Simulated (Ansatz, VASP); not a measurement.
## Two plane-wave programs on In3Se

```
CELL_PARAMETERS angstrom
5.06057 0.00000 0.00000
0.00000 5.06057 0.00000
0.00000 0.00000 5.06057
ATOMIC_POSITIONS crystal
In 0.00000 0.50000 0.50000
In 0.50000 0.00000 0.50000
In 0.50000 0.50000 0.00000
Se 0.00000 0.00000 0.00000
```

Alike in both runs: task relaxation of cell and atoms; functional PBE; k mesh 4 × 4 × 4; occupations gaussian, width 0.1 eV; no spin polarisation.

```csv
,VASP,Ansatz
version,VASP 6.6.1,Ansatz 0.2.0
potentials or method,"VASP PAW PBE potentials, release 64 (In_d, Se), cutoff 600 eV","scalar-relativistic, plane waves, PAW"
valence electrons in the cell,45,55
```

|  | VASP | Ansatz | Ansatz less VASP |
| --- | --- | --- | --- |
| gap on the k mesh at the Fermi level, each at its own relaxed structure (eV) | none | none | - |
| relaxed volume (Å³/atom) | 27.70 | 27.75 | +0.056 |
| relaxed cell length with the largest relative difference (Å) | 4.803 | 4.806 | +0.0032 |

A gap of «none» marks a metal or a gap that the smearing closes. VASP's potentials hold 45 valence electrons a cell and Ansatz's 55, so a difference there can come from the potentials and not from the codes.
